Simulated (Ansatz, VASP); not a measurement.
**One calculation of LiF, two programs**

```xyz
2
Lattice="0.0000 2.0337 2.0337 2.0337 0.0000 2.0337 2.0337 2.0337 0.0000" Properties=species:S:1:pos:R:3 pbc="T T T"
Li    0.0000    0.0000    0.0000
F     2.0337    2.0337    2.0337
```

Alike in both runs: functional PBE; k mesh 8 × 8 × 8; no spin polarisation.

Ansatz relaxed the structure, and its values are those at the end. VASP's run is a single point on that final structure, the one shown.

|  | VASP | Ansatz |
| --- | --- | --- |
| version | VASP 6.6.1 | Ansatz 0.2.0 |
| potentials or method | VASP PAW PBE potentials, release 64 (Li_sv, F), cutoff 750 eV | PAW plane waves |
| occupations | fermi-dirac, width 0.1 eV | fermi-dirac |
| valence electrons in the cell | 10 | 10 |

```csv
,VASP,Ansatz,Ansatz less VASP
gap on the k mesh at the Fermi level (eV),8.82,8.83,+0.010
pressure (GPa),-0.7,0.0,+0.72
```
